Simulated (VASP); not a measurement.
Ga:

```xyz
4
Lattice="3.7654 -2.2952 0.0000 3.7654 2.2952 0.0000 0.0000 0.0000 4.4276" Properties=species:S:1:pos:R:3 pbc="T T T"
Ga    2.5425   -1.5053    1.1069
Ga    2.5425    1.5053    3.3207
Ga    4.9882    1.5053    3.3207
Ga    4.9882   -1.5053    1.1069
```

Base run:

- Program: VASP 6.6.1
- Functional: PBE
- Potentials or basis: VASP PAW PBE potentials, release 64 (Ga_d)
- Cutoff: 520 eV
- k mesh: 7 × 7 × 6
- Occupations: fermi-dirac, width 0.05 eV
- Spin: no spin polarisation

Its results: band gap on the k mesh zero (band 26 reaches 5.61 eV, above the bottom of band 27 at 4.91 eV); pressure 6.2 GPa; largest force 0.081 eV/Å.

Q: The run is repeated on the same cell with these changes: functional from PBE to PBEsol; further incar settings from ALGO = Fast; EDIFF = 1e-07; NBANDS = 34 to ALGO = Fast; EDIFF = 1e-06; NBANDS = 34. What comes out?

A: Band gap on the k mesh zero (band 26 reaches 5.44 eV, above the bottom of band 27 at 4.74 eV); pressure 2.4 GPa; largest force 0.053 eV/Å.

Caveats: the PAW data sets were made with another functional, which shifts forces and pressure a little (some runs).
